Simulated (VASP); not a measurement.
Si2Mo: single point with PBEsol

The system is Si2Mo.

```
Mo Si
1.0
     4.53529    0.00000    0.00000
     2.27744    3.92200    0.00000
    -3.40636   -1.96100    2.26274
Mo Si
1 2
Direct
  0.00000 0.00000 0.00000
  0.66700 0.66700 0.00000
  0.33300 0.33300 0.00000
```

```
Program             : VASP 6.6.1
Task                : single point
Functional          : PBEsol
Potentials or basis : VASP PAW PBE potentials, release 64 (Mo_sv, Si)
Cutoff              : 520 eV
k mesh              : 12 × 12 × 12
Occupations         : gaussian, width 0.1 eV
Spin                : no spin polarisation
```

```
Pressure               : -2.4 GPa
Largest force          : 0.322 eV/Å
Band gap on the k mesh : zero (bands 11 and 12 overlap by 1.04 eV)
```

Forces in eV/Å, atoms in the order of the input:
```
Mo   0.000  0.000  0.000
Si  -0.279 -0.161  0.000
Si   0.279  0.161  0.000
```

Stress tensor (GPa, compression positive):
```
-2.89 -0.54  0.00
-0.54 -2.26  0.00
 0.00  0.00 -1.95
```

Levels at points of the mesh, in eV from the Fermi level:
```
           k point  band 9  band 10  band 11  band 12  band 13  band 14
(0.00, 0.00, 0.00)   -2.67    -2.67     0.41     3.07     3.07     3.63
(0.50, 0.00, 0.00)   -2.64    -2.52    -0.53     2.24     3.02     4.03
(0.50, 0.50, 0.00)   -4.51    -3.08    -1.15     2.30     2.70     3.01
(0.50, 0.50, 0.50)   -0.60    -0.60    -0.53    -0.53     0.54     4.61
```

It took 2.7 min on 1 thread of Intel Xeon 8259CL, with other jobs on the host, peak memory 0.28 GiB.

Caveat: the PAW data sets were made with another functional, which shifts forces and pressure a little.
